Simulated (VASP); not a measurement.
# RuSe (Fm-3m) in VASP: notebook

Runs on RuSe. Level: r2SCAN+U. Tasks: single point.

All numbers are computed with VASP 6.6.1; they aren't measurements. Logs are shortened: lines on timing, memory, paths and dates and some standing lists are left out, and cuts for length are marked.

## 1. The cell of the first run

Symmetry: Fm-3m, No. 225, cubic system. The conventional cell has a = 5.355 Å, b = 5.355 Å, c = 5.355 Å, α = 90.00°, β = 90.00°, γ = 90.00°. Within 3.5 Å of Ru (site symmetry m-3m) lie 6 Se at 2.68 Å. Se (site symmetry m-3m) has 6 Ru at 2.68 Å within 3.5 Å.

## 2. Single point, r2SCAN+U, collinear spin, ferrimagnetic start

POSCAR

```
RuSe
1.0
    0.0000000000      2.6776164100      2.6776164100
    2.6776164100      0.0000000000      2.6776164100
    2.6776164100      2.6776164100      0.0000000000
Ru Se
1 1
Direct
    0.5000000000      0.5000000000      0.5000000000
    0.0000000000      0.0000000000      0.0000000000
```

INCAR.step1

```
  ALGO = Normal
  EDIFF = 1E-4
  ENCUT = 520
  GGA = PE
  ISMEAR = 0
  ISPIN = 2
  LASPH = T
  LCHARG = F
  LDAU = T
  LDAUJ = 0 0
  LDAUL = 2 -1
  LDAUTYPE = 2
  LDAUU = 4 0
  LMAXMIX = 4
  LREAL = F
  LWAVE = T
  MAGMOM = 2.2 -0.23
  NBANDS = 21
  NELM = 150
  PREC = Accurate
  SIGMA = 0.05
```

INCAR.step2

```
  ALGO = Normal
  EDIFF = 1E-6
  ENCUT = 520
  ISIF = 2
  ISMEAR = 0
  ISPIN = 2
  ISTART = 1
  LASPH = T
  LCHARG = F
  LDAU = T
  LDAUJ = 0 0
  LDAUL = 2 -1
  LDAUPRINT = 1
  LDAUTYPE = 2
  LDAUU = 4 0
  LMAXMIX = 4
  LMIXTAU = T
  LORBIT = 11
  LREAL = F
  LWAVE = F
  MAGMOM = 2.2 -0.23
  METAGGA = R2SCAN
  NBANDS = 21
  NELM = 150
  PREC = Accurate
  SIGMA = 0.05
```

KPOINTS

```
k-points
0
Gamma
  6 6 6
```

Potentials or basis: VASP PAW PBE potentials, release 64 (Ru_pv, Se).

Run with:

```bash
$ cat potpaw_PBE.64/Ru_pv/POTCAR potpaw_PBE.64/Se/POTCAR > POTCAR
$ cp INCAR.step1 INCAR
$ mpirun -np 1 vasp_std > vasp.out
$ cp INCAR.step2 INCAR
$ mpirun -np 1 vasp_std > vasp.out
```

OUTCAR:

```text
EDIFF = 1E-6
   ENCUT = 520
   ISIF = 2
   ISMEAR = 0
   ISPIN = 2
   ISTART = 1
   LASPH = T
   LORBIT = 11
   LREAL = F
   METAGGA = R2SCAN
   NELM = 150
   PREC = Accurate

 ion  position               nearest neighbor table
   1  0.500  0.500  0.500-   2 2.68   2 2.68   2 2.68   2 2.68   2 2.68   2 2.68
   2  0.000  0.000  0.000-   1 2.68   1 2.68   1 2.68   1 2.68   1 2.68   1 2.68

  LATTYP: Found a face centered cubic cell.
 ALAT       =     5.3552328200

  Lattice vectors:

 A1 = (   0.0000000000,   2.6776164100,   2.6776164100)
 A2 = (   2.6776164100,   0.0000000000,   2.6776164100)
 A3 = (   2.6776164100,   2.6776164100,   0.0000000000)

Analysis of symmetry for initial positions (statically):
=====================================================================
 Subroutine PRICEL returns:
 Original cell was already a primitive cell.

 Routine SETGRP: Setting up the symmetry group for a
 face centered cubic supercell.

 Subroutine GETGRP returns: Found 48 space group operations
 (whereof 48 operations were pure point group operations)
 out of a pool of 48 trial point group operations.

The static configuration has the point symmetry O_h .

Analysis of symmetry for dynamics (positions and initial velocities):
=====================================================================
 Subroutine PRICEL returns:
 Original cell was already a primitive cell.

 Routine SETGRP: Setting up the symmetry group for a
 face centered cubic supercell.

 Subroutine GETGRP returns: Found 48 space group operations
 (whereof 48 operations were pure point group operations)
 out of a pool of 48 trial point group operations.

The dynamic configuration has the point symmetry O_h .

Analysis of structural, dynamic, and magnetic symmetry:
=====================================================================
 Subroutine PRICEL returns:
 Original cell was already a primitive cell.

 Routine SETGRP: Setting up the symmetry group for a
 face centered cubic supercell.

 Subroutine GETGRP returns: Found 48 space group operations
 (whereof 48 operations were pure point group operations)
 out of a pool of 48 trial point group operations.

The overall configuration has the point symmetry O_h .

 Subroutine INISYM returns: Found 48 space group operations
 (whereof 48 operations are pure point group operations),
 and found     1 'primitive' translations

----------------------------------------------------------------------------------------

                                     Primitive cell

  volume of cell :      38.3950

  direct lattice vectors                    reciprocal lattice vectors
     0.000000000  2.677616410  2.677616410    -0.186733245  0.186733245  0.186733245
     2.677616410  0.000000000  2.677616410     0.186733245 -0.186733245  0.186733245
     2.677616410  2.677616410  0.000000000     0.186733245  0.186733245 -0.186733245

  length of vectors
     3.786721442  3.786721442  3.786721442     0.323431467  0.323431467  0.323431467

  position of ions in fractional coordinates (direct lattice)
     0.500000000  0.500000000  0.500000000
     0.000000000  0.000000000  0.000000000

  ion indices of the primitive-cell ions
   primitive index   ion index
                 1           1
                 2           2

----------------------------------------------------------------------------------------

 KPOINTS: k-points

Automatic generation of k-mesh.
 Grid dimensions read from file:
 generate k-points for:    6    6    6

 Generating k-lattice:

  Cartesian coordinates                     Fractional coordinates (reciprocal lattice)
    -0.031122207  0.031122207  0.031122207     0.166666667  0.000000000  0.000000000
     0.031122207 -0.031122207  0.031122207     0.000000000  0.166666667  0.000000000
     0.031122207  0.031122207 -0.031122207     0.000000000  0.000000000  0.166666667

  Length of vectors
     0.053905245  0.053905245  0.053905245

  Shift w.r.t. Gamma in fractional coordinates (k-lattice)
     0.000000000  0.000000000  0.000000000

 Subroutine IBZKPT returns following result:
 ===========================================

 Found     16 irreducible k-points:

 Following reciprocal coordinates:
            Coordinates               Weight
  0.000000  0.000000  0.000000      1.000000
  0.166667  0.000000  0.000000      8.000000
  0.333333  0.000000  0.000000      8.000000
  0.500000  0.000000  0.000000      4.000000
  0.166667  0.166667  0.000000      6.000000
  0.333333  0.166667  0.000000     24.000000
[... 8 lines left out ...]
 -0.333333  0.333333  0.166667     24.000000
 -0.333333  0.500000  0.166667     12.000000
   k-points           NKPTS =     16   k-points in BZ     NKDIM =     16   number of bands    NBANDS=     21
   number of dos      NEDOS =    301   number of ions     NIONS =      2
   total plane-waves  NPLWV =  21952
   dimension x,y,z NGX =    28 NGY =   28 NGZ =   28
   dimension x,y,z NGXF=    56 NGYF=   56 NGZF=   56
   ions per type =               1   1
   NGX,Y,Z   is equivalent  to a cutoff of  12.29, 12.29, 12.29 a.u.
   NGXF,Y,Z  is equivalent  to a cutoff of  24.59, 24.59, 24.59 a.u.
 SYSTEM =  unknown system
   PREC   = accura    normal or accurate (medium, high low for compatibility)
   ISTART =      1    job   : 0-new  1-cont  2-samecut
   ICHARG =      0    charge: 1-file 2-atom 10-const
   ISPIN  =      2    spin polarized calculation?
   LNONCOLLINEAR =      F non collinear calculations
   LSORBIT =      F    spin-orbit coupling
   LASPH  =      T    aspherical Exc in radial PAW
   ENCUT  =  520.0 eV  38.22 Ry    6.18 a.u.   7.04  7.04  7.04*2*pi/ulx,y,z
   NELM   =    150;   NELMIN=  2; NELMDL=  0     # of ELM steps
   EDIFF  = 0.1E-05   stopping-criterion for ELM
   LREAL  =      F    real-space projection
   EDIFFG = 0.1E-04   stopping-criterion for IOM
   NSW    =      0    number of steps for IOM
   IBRION =     -1    ionic relax: 0-MD 1-quasi-New 2-CG
   NFREE  =      0    steps in history (QN), initial steepest desc. (CG)
   ISIF   =      2    stress and relaxation
   ISYM   =      2    0-nonsym 1-usesym 2-fastsym
   POTIM  = 0.5000    time-step for ionic-motion
   TEBEG  =    0.0;   TEEND  =   0.0 temperature during run
   PSTRESS=    0.0 pullay stress
   NELECT =      20.0000    total number of electrons
   NUPDOWN=      -1.0000    fix difference up-down
   EMIN   =  10.00;   EMAX   =-10.00  energy-range for DOS
   EFERMI =   0.00;   METHOD = LEGACY
   ISMEAR =     0;   SIGMA  =   0.05  broadening in eV -4-tet -1-fermi 0-gaus
   EFERMI_NEDOS =   21; number of points for ismear=-14 and -15
   IALGO  =     38    algorithm
   IMIX   =      4    mixing-type and parameters
     AMIX     =   0.40;   BMIX     =  1.00
     AMIX_MAG =   1.60;   BMIX_MAG =  1.00
  volume/ion in A,a.u.               =      19.20       129.55
  Fermi-wavevector in a.u.,A,eV,Ry     =   1.317225  2.489193 23.607202  1.735080
  Thomas-Fermi vector in A             =   2.447281
   LORBIT       =     11    0 simple, 1 ext, 2 COOP (PROOUT), +10 PAW based schemes
 LDA+U is selected, type is set to LDAUTYPE =  2
   angular momentum for each species LDAUL =     2   -1
   U (eV)           for each species LDAUU =   4.0  0.0
   J (eV)           for each species LDAUJ =   0.0  0.0
   METAGGA = R2SCAN    functional components
   LHFCALC =     F    Hartree Fock is set to
   AEXX    =    0.0000 exact exchange contribution
   IVDW    =     0    specifies the selected vdW correction
   LEPSILON=     F    determine dielectric tensor
   LRPA    =     F    only Hartree local field effects (RPA)
 spin polarized calculation
 Gauss-broadening in eV      SIGMA  =   0.05
  energy-cutoff  :      520.00
  volume of cell :       38.40
 maximum number of plane-waves:      1056
   NGX = 15   NGY = 15   NGZ = 15

atom =   1  type =  1  l = 2

 onsite density matrix

spin component  1

  0.8867  0.0000  0.0000 -0.0000  0.0000
  0.0000  0.8867  0.0000  0.0000 -0.0000
  0.0000  0.0000  0.7742 -0.0000 -0.0000
 -0.0000  0.0000 -0.0000  0.8867  0.0000
  0.0000 -0.0000 -0.0000  0.0000  0.7742

spin component  2

  0.5018 -0.0000  0.0000  0.0000 -0.0000
 -0.0000  0.5018 -0.0000 -0.0000 -0.0000
  0.0000 -0.0000  0.1563  0.0000  0.0000
  0.0000 -0.0000  0.0000  0.5018  0.0000
 -0.0000 -0.0000  0.0000  0.0000  0.1563

 occupancies and eigenvectors

  o =  0.1563  v =  0.0000  0.0000  0.0000  0.0000  0.0000  0.0000  0.0000 -0.0061  0.0000 -1.0000      0.0000  0.0000  0.0000  0.0000  0.0000  0.0000  0.0000  0.0000  0.0000  0.0000
  o =  0.1563  v =  0.0000  0.0000  0.0000  0.0000  0.0000  0.0000 -0.0000 -1.0000  0.0000  0.0061      0.0000  0.0000  0.0000  0.0000  0.0000  0.0000  0.0000  0.0000  0.0000  0.0000
  o =  0.5018  v =  0.0000  0.0000  0.0000  0.0000  0.0000  0.0000 -0.4378 -0.0000 -0.8991 -0.0000      0.0000  0.0000  0.0000  0.0000  0.0000  0.0000  0.0000  0.0000  0.0000  0.0000
  o =  0.5018  v =  0.0000  0.0000  0.0000  0.0000  0.0000  0.0000 -0.8991  0.0000  0.4378 -0.0000      0.0000  0.0000  0.0000  0.0000  0.0000  0.0000  0.0000  0.0000  0.0000  0.0000
  o =  0.5018  v =  0.0000  0.0000  0.0000  0.0000  0.0000  1.0000  0.0000  0.0000  0.0000  0.0000      0.0000  0.0000  0.0000  0.0000  0.0000  0.0000  0.0000  0.0000  0.0000  0.0000
  o =  0.7742  v =  0.0000  0.0000 -0.9831 -0.0000 -0.1832  0.0000  0.0000  0.0000  0.0000  0.0000      0.0000  0.0000  0.0000  0.0000  0.0000  0.0000  0.0000  0.0000  0.0000  0.0000
  o =  0.7742  v =  0.0000 -0.0000 -0.1832  0.0000  0.9831  0.0000  0.0000  0.0000  0.0000  0.0000      0.0000  0.0000  0.0000  0.0000  0.0000  0.0000  0.0000  0.0000  0.0000  0.0000
  o =  0.8867  v =  0.0000 -0.0031  0.0000 -1.0000  0.0000  0.0000  0.0000  0.0000  0.0000  0.0000      0.0000  0.0000  0.0000  0.0000  0.0000  0.0000  0.0000  0.0000  0.0000  0.0000
  o =  0.8867  v =  0.0000 -1.0000  0.0000  0.0031 -0.0000  0.0000  0.0000  0.0000  0.0000  0.0000      0.0000  0.0000  0.0000  0.0000  0.0000  0.0000  0.0000  0.0000  0.0000  0.0000
  o =  0.8867  v =  1.0000  0.0000  0.0000  0.0000  0.0000  0.0000  0.0000  0.0000  0.0000  0.0000      0.0000  0.0000  0.0000  0.0000  0.0000  0.0000  0.0000  0.0000  0.0000  0.0000

 number of electron      19.9999999 magnetization       2.4444447

 Free energy of the ion-electron system (eV)
  ---------------------------------------------------
  ext. energy  EPLUGINS =         0.00000000
  ---------------------------------------------------
  free energy    TOTEN  =       -35.07071634 eV

  energy without entropy =      -35.06517699  energy(sigma->0) =      -35.06794667

 E-fermi :   7.2589     XC(G=0): -11.8376

 val. band max:        7.2522558609   @ k =  -0.3333   0.1667   0.0000
 cond. band min:       7.2945836200   @ k =  -0.1667   0.1667   0.0000
 fundamental gap:      0.0423277591
 Fermi energy:         7.2589107974

 spin component 1

 k-point     1 :       0.0000    0.0000    0.0000
  band No.  band energies     occupation
      1     -37.9805      1.00000
      2     -37.9805      1.00000
      3     -37.9805      1.00000
      4      -8.0739      1.00000
      5       2.8149      1.00000
      6       2.8149      1.00000
[... 357 lines left out ...]
      4      -6.8774      1.00000
      5       1.6267      1.00000
      6       1.6341      1.00000
[... 13 lines left out ...]
     20      23.0239      0.00000
     21      25.3707      0.00000
 Fermi energy:         7.2589107974

 spin component 2

 k-point     1 :       0.0000    0.0000    0.0000
  band No.  band energies     occupation
      1     -35.5014      1.00000
      2     -35.5014      1.00000
      3     -35.5014      1.00000
      4      -8.1349      1.00000
      5       5.6209      1.00000
      6       5.6209      1.00000
[... 358 lines left out ...]
      5       1.8962      1.00000
      6       2.7722      1.00000
[... 13 lines left out ...]
     20      22.8871      0.00000
     21      26.2111      0.00000

------------------------ aborting loop because EDIFF is reached ----------------------------------------

  FORCE on cell =-STRESS in cart. coord.  units (eV):
  Direction    XX          YY          ZZ          XY          YZ          ZX
  --------------------------------------------------------------------------------------
  -------------------------------------------------------------------------------------
  Total       -0.2044490     -0.2044490     -0.2044490      0.0000000     -0.0000000      0.0000000
  in kB       -8.5314054     -8.5314054     -8.5314054      0.0000000     -0.0000000      0.0000000
  external PRESSURE =      -8.5314054 kB  Pullay stress =       0.0000000 kB

 VOLUME and BASIS-vectors are now :
 -----------------------------------------------------------------------------
  energy-cutoff  :      520.00
  volume of cell :       38.40
      direct lattice vectors                 reciprocal lattice vectors
     0.000000000  2.677616410  2.677616410    -0.186733245  0.186733245  0.186733245
     2.677616410  0.000000000  2.677616410     0.186733245 -0.186733245  0.186733245
     2.677616410  2.677616410  0.000000000     0.186733245  0.186733245 -0.186733245

 POSITION                                       TOTAL-FORCE (eV/Angst)
 -----------------------------------------------------------------------------------
      2.67762      2.67762      2.67762         0.000000     -0.000000     -0.000000
      0.00000      0.00000      0.00000        -0.000000      0.000000      0.000000
 -----------------------------------------------------------------------------------
    total drift:                                0.000000      0.000000      0.000000

  FREE ENERGIE OF THE ION-ELECTRON SYSTEM (eV)
  ---------------------------------------------------
  free  energy   TOTEN  =       -35.0707163406 eV

  energy  without entropy=      -35.0651769935  energy(sigma->0) =      -35.06794667

 total charge

# of ion       s       p       d       tot
------------------------------------------
    1        0.232   6.129   5.985  12.347
    2        1.450   2.395   0.062   3.907
--------------------------------------------------
tot          1.683   8.524   6.047  16.254

 magnetization (x)

# of ion       s       p       d       tot
------------------------------------------
    1        0.042   0.027   2.381   2.450
    2        0.026  -0.082   0.011  -0.046
--------------------------------------------------
tot          0.068  -0.055   2.392   2.405
```

Wall time 2.1 min (1 thread of Intel Xeon 8259CL, shared host); peak memory 0.2 GiB.

What came out:

```
Free energy                                           : -35.0707 eV
Pressure                                              : -0.9 GPa
Net moment                                            : 2.44 μB per cell
Site moments                                          : Ru +2.45; Se -0.05 μB
Valence electrons inside the program's atomic spheres : Ru 12.35; Se 3.91
```

Eigenvalues of the final occupation matrices:
```
    site  spin  trace               eigenvalues
site 1 d     1   4.21  0.77 0.77 0.89 0.89 0.89
site 1 d     2   1.82  0.16 0.16 0.50 0.50 0.50
```

Caveat: the PAW data sets were made with another functional, which shifts forces and pressure a little. The state reached can hang on the start; a lower one may exist.

[end of part 1 of 2]
